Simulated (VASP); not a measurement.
# PtSe2 (P-3m1) in VASP: a series of runs, part 2 of 2

VASP 6.6.1.

## Step 4: Single point, r2SCAN

POSCAR

```
PtSe2
1.0
    3.7166002913      0.0000000000      0.0000000000
   -1.8583001457      3.2186702680      0.0000000000
    0.0000000000      0.0000000000      5.8297268771
Pt Se
1 2
Direct
    0.0000000000      0.0000000000      0.0000000000
    0.3333333333      0.6666666667      0.2249744229
    0.6666666667      0.3333333333      0.7750255771
```

INCAR.step1

```
SYSTEM = PtSe2
ALGO = Normal
EDIFF = 1E-4
ENCUT = 520
GGA = PE
ISMEAR = 1
LASPH = .TRUE.
LCHARG = .FALSE.
LREAL = .FALSE.
LWAVE = .TRUE.
NBANDS = 18
NELM = 100
PREC = Accurate
SIGMA = 0.05
```

INCAR.step2

```
SYSTEM = PtSe2
ALGO = Normal
EDIFF = 1E-6
ENCUT = 520
ISIF = 2
ISMEAR = 1
ISTART = 1
LASPH = .TRUE.
LCHARG = .FALSE.
LMIXTAU = .TRUE.
LREAL = .FALSE.
LWAVE = .FALSE.
METAGGA = R2SCAN
NBANDS = 18
NELM = 100
PREC = Accurate
SIGMA = 0.05
```

KPOINTS

```
k-points
0
G
  8 8 4
  0 0 0
```

Potentials or basis: VASP PAW PBE potentials, release 64 (Pt, Se).

The run is started by

```sh
$ cat potpaw_PBE.64/Pt/POTCAR potpaw_PBE.64/Se/POTCAR > POTCAR
$ cp INCAR.step1 INCAR
$ mpirun -np 1 vasp_std > vasp.out
$ cp INCAR.step2 INCAR
$ mpirun -np 1 vasp_std > vasp.out
```

OUTCAR:

```text
SYSTEM = PtSe2
   EDIFF = 1E-6
   ENCUT = 520
   ISIF = 2
   ISMEAR = 1
   ISTART = 1
   LASPH = .TRUE.
   LREAL = .FALSE.
   METAGGA = R2SCAN
   NELM = 100
   PREC = Accurate

 ion  position               nearest neighbor table
   1  0.000  0.000  0.000-   2 2.51   3 2.51   3 2.51   2 2.51   3 2.51   2 2.51
   2  0.333  0.667  0.225-   1 2.51   1 2.51   1 2.51
   3  0.667  0.333  0.775-   1 2.51   1 2.51   1 2.51

  LATTYP: Found a hexagonal cell.
 ALAT       =     3.7166002913
 C/A-ratio  =     1.5685643922

  Lattice vectors:

 A1 = (   3.7166002913,   0.0000000000,   0.0000000000)
 A2 = (  -1.8583001457,   3.2186702680,   0.0000000000)
 A3 = (   0.0000000000,   0.0000000000,   5.8297268771)

Analysis of symmetry for initial positions (statically):
=====================================================================
 Subroutine PRICEL returns:
 Original cell was already a primitive cell.

 Routine SETGRP: Setting up the symmetry group for a
 hexagonal supercell.
[... 158 lines left out ...]

 number of electron      21.9999997 magnetization

 Free energy of the ion-electron system (eV)
  ---------------------------------------------------
  ext. energy  EPLUGINS =         0.00000000
  ---------------------------------------------------
  free energy    TOTEN  =       -81.49731101 eV

  energy without entropy =      -81.49739214  energy(sigma->0) =      -81.49733805

 E-fermi :   4.3348     XC(G=0): -10.3749

 val. band max:        4.2939798413   @ k =   0.1250   0.0000   0.0000
 cond. band min:       4.9423166295   @ k =   0.0000   0.2500   0.2500
 fundamental gap:      0.6483367882
 Fermi energy:         4.3347986500

 k-point     1 :       0.0000    0.0000    0.0000
  band No.  band energies     occupation
      1     -10.9882      2.00000
      2      -8.8414      2.00000
      3      -2.0560      2.00000
      4      -1.6264      2.00000
      5      -1.6264      2.00000
      6       0.6767      2.00000
[... 481 lines left out ...]
      5      -0.8905      2.00000
      6      -0.1970      2.00000
[... 10 lines left out ...]
     17      13.8094      0.00000
     18      14.3511      0.00000

 [... further k-points ...]
[... 5 lines left out ...]
  --------------------------------------------------------------------------------------
  -------------------------------------------------------------------------------------
  Total        0.0470393      0.0470393      0.0302893     -0.0000000     -0.0000000      0.0000000
  in kB        1.0806905      1.0806905      0.6958720     -0.0000000     -0.0000000      0.0000000
  external PRESSURE =       0.9524177 kB  Pullay stress =       0.0000000 kB

 VOLUME and BASIS-vectors are now :
 -----------------------------------------------------------------------------
  energy-cutoff  :      520.00
  volume of cell :       69.74
      direct lattice vectors                 reciprocal lattice vectors
     3.716600291  0.000000000  0.000000000     0.269063101  0.155343654  0.000000000
    -1.858300146  3.218670268  0.000000000     0.000000000  0.310687308  0.000000000
     0.000000000  0.000000000  5.829726877     0.000000000  0.000000000  0.171534623

 POSITION                                       TOTAL-FORCE (eV/Angst)
 -----------------------------------------------------------------------------------
      0.00000      0.00000      0.00000         0.000000      0.000000      0.000000
     -0.00000      2.14578      1.31154        -0.000000      0.000000      0.010235
      1.85830      1.07289      4.51819         0.000000      0.000000     -0.010235
 -----------------------------------------------------------------------------------
    total drift:                                0.000000      0.000000      0.000000

  FREE ENERGIE OF THE ION-ELECTRON SYSTEM (eV)
  ---------------------------------------------------
  free  energy   TOTEN  =       -81.4973110095 eV

  energy  without entropy=      -81.4973921394  energy(sigma->0) =      -81.49733805
```

OUTCAR.step1:

```text
SYSTEM = PtSe2
   EDIFF = 1E-4
   ENCUT = 520
   GGA = PE
   ISMEAR = 1
[... 730 lines left out ...]
      0.00000      0.00000      0.00000        -0.000000      0.000000      0.000000
     -0.00000      2.14578      1.31154        -0.000000      0.000000      0.143015
      1.85830      1.07289      4.51819         0.000000      0.000000     -0.143015
 -----------------------------------------------------------------------------------
    total drift:                               -0.000000      0.000000      0.000000

  FREE ENERGIE OF THE ION-ELECTRON SYSTEM (eV)
  ---------------------------------------------------
  free  energy   TOTEN  =       -14.2806797856 eV

  energy  without entropy=      -14.2807595812  energy(sigma->0) =      -14.28070638
```

OSZICAR.step1:

```text
N       E                     dE             d eps       ncg     rms          rms(c)
DAV:   1     0.112265529488E+03    0.11227E+03   -0.98032E+03  1260   0.105E+03
DAV:   2    -0.975675428712E+01   -0.12202E+03   -0.11786E+03  1538   0.209E+02
DAV:   3    -0.150748993308E+02   -0.53181E+01   -0.52833E+01  1586   0.440E+01
DAV:   4    -0.151198190086E+02   -0.44920E-01   -0.44899E-01  1556   0.431E+00
DAV:   5    -0.151203972510E+02   -0.57824E-03   -0.57823E-03  1554   0.477E-01    0.124E+01
DAV:   6    -0.144947518040E+02    0.62565E+00   -0.40814E+00  1324   0.190E+01    0.703E+00
DAV:   7    -0.142991730056E+02    0.19558E+00   -0.79740E-01  1310   0.878E+00    0.366E+00
DAV:   8    -0.142828355314E+02    0.16337E-01   -0.49213E-02  1412   0.156E+00    0.759E-01
DAV:   9    -0.142803819472E+02    0.24536E-02   -0.78794E-03  1386   0.875E-01    0.182E-01
DAV:  10    -0.142806787135E+02   -0.29677E-03   -0.14404E-03  1444   0.233E-01    0.501E-02
DAV:  11    -0.142806797856E+02   -0.10722E-05   -0.60280E-05   884   0.664E-02
   1 F= -.14280680E+02 E0= -.14280706E+02  d E =0.797956E-04
```

It took 2.3 min on 1 thread of Intel Xeon Platinum 8559C (Emerald Rapids), shared host; peak memory 0.22 GiB.

Results:

* Free energy: -81.4973 eV
* Pressure: 0.1 GPa
* Largest force: 0.010 eV/Å
* Band gap on the k mesh: 0.65 eV, indirect (least direct gap 0.87 eV)

Forces on the atoms (eV/Å):
```
Pt   0.000  0.000  0.000
Se   0.000  0.000  0.010
Se   0.000  0.000 -0.010
```

Caveat: the PAW data sets were made with another functional, which shifts forces and pressure a little; spin-orbit coupling is left out, which moves the levels of the heavy elements.

## Step 5: Single point, r2SCAN (volume scaled by 1.020)

POSCAR

```
PtSe2
1.0
    3.7186576222      0.0000000000      0.0000000000
   -1.8593288111      3.2204519688      0.0000000000
    0.0000000000      0.0000000000      5.9397436826
Pt Se
1 2
Direct
    0.0000000000      0.0000000000      0.0000000000
    0.3333333333      0.6666666667      0.2208163562
    0.6666666667      0.3333333333      0.7791836438
```

INCAR.step1

```
PREC     = Accurate       # precision mode
ENCUT    = 520            # plane-wave cutoff, eV
ISMEAR   = 0              # smearing method
SIGMA    = 0.05           # smearing width, eV
LREAL    = False          # projectors in reciprocal space
LASPH    = True           # aspherical terms in the spheres
NELM     = 100            # most SCF steps
NBANDS   = 18             # bands
GGA      = PE             # functional
ALGO     = Normal         # electronic algorithm
EDIFF    = 1E-4           # SCF threshold, eV
LWAVE    = True           # write WAVECAR
LCHARG   = False          # write CHGCAR
```

INCAR.step2

```
PREC     = Accurate       # precision mode
ENCUT    = 520            # plane-wave cutoff, eV
EDIFF    = 1E-6           # SCF threshold, eV
ISMEAR   = 0              # smearing method
SIGMA    = 0.05           # smearing width, eV
LREAL    = False          # projectors in reciprocal space
LASPH    = True           # aspherical terms in the spheres
NELM     = 100            # most SCF steps
ALGO     = Normal         # electronic algorithm
ISIF     = 2              # what is computed and relaxed
LWAVE    = False          # write WAVECAR
LCHARG   = False          # write CHGCAR
METAGGA  = R2SCAN         # meta-GGA
LMIXTAU  = True         
NBANDS   = 18             # bands
ISTART   = 1
```

KPOINTS

```
Automatic mesh
0
Gamma
  8 8 4
```

The run is started by

```sh
$ cat potpaw_PBE.64/Pt/POTCAR potpaw_PBE.64/Se/POTCAR > POTCAR
$ cp INCAR.step1 INCAR
$ mpirun -np 1 vasp_std > vasp.out
$ cp INCAR.step2 INCAR
$ mpirun -np 1 vasp_std > vasp.out
```

Wall time 2.4 min (1 thread of Intel Xeon Platinum 8559C (Emerald Rapids), shared host); peak memory 0.22 GiB.

Results (log left out):

- Free energy: -81.4969 eV
- Pressure: -0.2 GPa
- Largest force: 0.008 eV/Å
- Band gap on the k mesh: 0.73 eV, indirect (least direct gap 0.95 eV)

Forces on the atoms (eV/Å):
```
Pt   0.000  0.000  0.000
Se   0.000  0.000  0.008
Se   0.000  0.000 -0.008
```

Stress tensor (GPa, compression positive):
```
-0.22  0.00  0.00
 0.00 -0.22  0.00
 0.00  0.00 -0.13
```

Levels at points of the mesh, in eV from the valence-band top:
```tsv
k point	band 7	band 8	band 9	band 10	band 11	band 12	band 13	band 14	band 15	band 16
(0.00, 0.00, 0.00)	-3.54	-2.09	-0.52	-0.52	-0.06	2.50	2.50	4.84	5.37	8.44
(0.50, 0.00, 0.00)	-3.01	-2.91	-2.52	-2.52	-2.51	1.72	2.56	5.02	6.46	8.13
(0.00, 0.00, 0.50)	-3.54	-1.99	-1.49	-0.62	-0.62	2.71	2.71	5.65	6.64	8.25
(0.50, 0.00, 0.50)	-3.01	-3.00	-2.66	-2.35	-1.50	2.14	2.19	4.63	5.84	7.59
```

Caveat: the PAW data sets were made with another functional, which shifts forces and pressure a little; spin-orbit coupling is left out, which moves the levels of the heavy elements. A k mesh can miss the band edges.

## Step 6: Single point, r2SCAN (volume scaled by 1.040)

POSCAR

```
PtSe2
1.0
    3.7156668555      0.0000000000      0.0000000000
   -1.8578334278      3.2178618889      0.0000000000
    0.0000000000      0.0000000000      6.0659625404
Pt Se
1 2
Direct
    0.0000000000      0.0000000000      0.0000000000
    0.3333333333      0.6666666667      0.2165937757
    0.6666666667      0.3333333333      0.7834062243
```

INCAR.step1

```
PREC = Accurate
ENCUT = 520
ISMEAR = 0
SIGMA = 0.05
LREAL = False
LASPH = True
NELM = 60
NBANDS = 18
GGA = PE
ALGO = Normal
EDIFF = 1E-4
LWAVE = True
LCHARG = False
```

INCAR.step2

```
PREC = Accurate
ENCUT = 520
EDIFF = 1E-6
ISMEAR = 0
SIGMA = 0.05
LREAL = False
LASPH = True
NELM = 60
ALGO = Normal
ISIF = 2
LWAVE = False
LCHARG = False
METAGGA = R2SCAN
LMIXTAU = True
NBANDS = 18
ISTART = 1
```

KPOINTS

```
regular mesh
0
Gamma
  8 8 4
```

Potentials or basis: VASP PAW PBE potentials, release 64 (Pt, Se).

The run is started by

```sh
$ cat potpaw_PBE.64/Pt/POTCAR potpaw_PBE.64/Se/POTCAR > POTCAR
$ cp INCAR.step1 INCAR
$ mpirun -np 1 vasp_std > vasp.out
$ cp INCAR.step2 INCAR
$ mpirun -np 1 vasp_std > vasp.out
```

Wall time 2.3 min (1 thread of Intel Xeon Platinum 8559C (Emerald Rapids), shared host); peak memory 0.22 GiB.

The run converged. Its results:

```yaml
Free_energy: -81.4951 eV
Pressure: -0.3 GPa
Largest_force: 0.008 eV/Å
Band_gap_on_the_k_mesh: 0.84 eV, indirect (least direct gap 1.04 eV)
```

Forces in eV/Å, atoms in the order of the input:
```
Pt   0.000  0.000  0.000
Se   0.000  0.000  0.008
Se   0.000  0.000 -0.008
```

Levels at points of the mesh, in eV from the valence-band top:
| k point | band 8 | band 9 | band 10 | band 11 | band 12 | band 13 | band 14 | band 15 |
| --- | --- | --- | --- | --- | --- | --- | --- | --- |
| (0.00, 0.00, 0.00) | -1.98 | -0.43 | -0.43 | -0.10 | 2.62 | 2.62 | 4.87 | 5.51 |
| (0.50, 0.00, 0.00) | -2.83 | -2.43 | -2.40 | -2.36 | 1.86 | 2.61 | 5.05 | 6.51 |
| (0.00, 0.00, 0.50) | -1.84 | -1.44 | -0.51 | -0.51 | 2.79 | 2.79 | 5.72 | 6.66 |
| (0.50, 0.00, 0.50) | -2.90 | -2.56 | -2.26 | -1.48 | 2.27 | 2.28 | 4.67 | 5.94 |

Caveat: the PAW data sets were made with another functional, which shifts forces and pressure a little; spin-orbit coupling is left out, which moves the levels of the heavy elements. A k mesh can miss the band edges.

## Step 7: The runs side by side

| cell | smearing | gap on the mesh (eV) | pressure (GPa) | largest force (eV/Å) |
| --- | --- | --- | --- | --- |
| a = 3.717, b = 3.717, c = 5.830 Å, angles 90.0, 90.0, 120.0°, 3 atoms | methfessel-paxton 0.001 eV | 0.65 | 0.1 | 0.01 |
| a = 3.717, b = 3.717, c = 5.830 Å, angles 90.0, 90.0, 120.0°, 3 atoms | tetrahedron | 0.65 | 0.1 | 0.01 |
| a = 3.717, b = 3.717, c = 5.830 Å, angles 90.0, 90.0, 120.0°, 3 atoms | methfessel-paxton 0.05 eV | 0.65 | 0.1 | 0.01 |
| a = 3.719, b = 3.719, c = 5.940 Å, angles 90.0, 90.0, 120.0°, 3 atoms | gaussian 0.05 eV | 0.73 | -0.2 | 0.01 |
| a = 3.716, b = 3.716, c = 6.066 Å, angles 90.0, 90.0, 120.0°, 3 atoms | gaussian 0.05 eV | 0.84 | -0.3 | 0.01 |

Alike in all rows: task single point; level r2SCAN; potentials or basis VASP PAW PBE potentials, release 64 (Pt, Se); no spin polarisation; k mesh 8 × 8 × 4; cutoff (eV) 520.

On the cell as given the gap runs from 0.65 eV (r2SCAN) to 0.65 eV (r2SCAN).

Caveats: the PAW data sets were made with another functional, which shifts forces and pressure a little; spin-orbit coupling is left out, which moves the levels of the heavy elements.

Absolute energies hang on the potentials; compare differences alone.
